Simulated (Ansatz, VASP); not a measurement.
## Hf in VASP and in Ansatz

The input INCAR:

```
SYSTEM = Hf
ALGO = Fast ; EDIFF = 1E-6
ENCUT = 520 ; GGA = PE
ISIF = 2 ; ISMEAR = 0
LASPH = .TRUE. ; LCHARG = .TRUE.
LELF = .TRUE. ; LREAL = .FALSE.
LVHAR = .TRUE. ; LWAVE = .FALSE.
NBANDS = 11 ; NELM = 60
PREC = Accurate ; SIGMA = 0.05
```

KPOINTS

```
k-points
0
G
  18 18 18
  0 0 0
```

The input POSCAR:

```
Hf
1.0
   -1.7248248770      1.7248248770      1.7248248770
    1.7248248770     -1.7248248770      1.7248248770
    1.7248248770      1.7248248770     -1.7248248770
Hf
1
Direct
    0.0000000000      0.0000000000      0.0000000000
```

Input for Ansatz:

```yaml
crystal:
  lattice:
    - [-1.724824877, 1.724824877, 1.724824877]
    - [1.724824877, -1.724824877, 1.724824877]
    - [1.724824877, 1.724824877, -1.724824877]
  atoms:
    - { symbol: Hf, position: [0.0, 0.0, 0.0] }
basis:
  ecutwfc: 420
  ecutrho_ratio: 4
kpoints:
  mp_grid: { grid: [18, 18, 18] }
hamiltonian:
  xc: pbe
scf:
  occupations: { method: gaussian, width: 0.05 }
output:
  forces: true
  stress: true
  eigenvalues: true
```

Alike in both runs: task single point; functional PBE; k mesh 18 × 18 × 18; occupations gaussian, width 0.05 eV; no spin polarisation.

|  | VASP | Ansatz |
| --- | --- | --- |
| version | VASP 6.6.1 | Ansatz 0.2.0 |
| potentials or method | VASP PAW PBE potentials, release 64 (Hf_pv), cutoff 520 eV | scalar-relativistic, plane waves, PAW |
| valence electrons in the cell | 10 | 26 |

|  | VASP | Ansatz | Ansatz less VASP |
| --- | --- | --- | --- |
| gap on the k mesh at the Fermi level (eV) | none | none | - |
| pressure (GPa) | 9.1 | 9.4 | +0.31 |

A gap of «none» marks a metal or a gap that the smearing closes. The functional is the same, so the differences come from potentials, cutoffs and numerics. VASP's potentials hold 10 valence electrons a cell and Ansatz's 26, so a difference there can come from the potentials and not from the codes.

Neither program's run includes spin-orbit coupling.
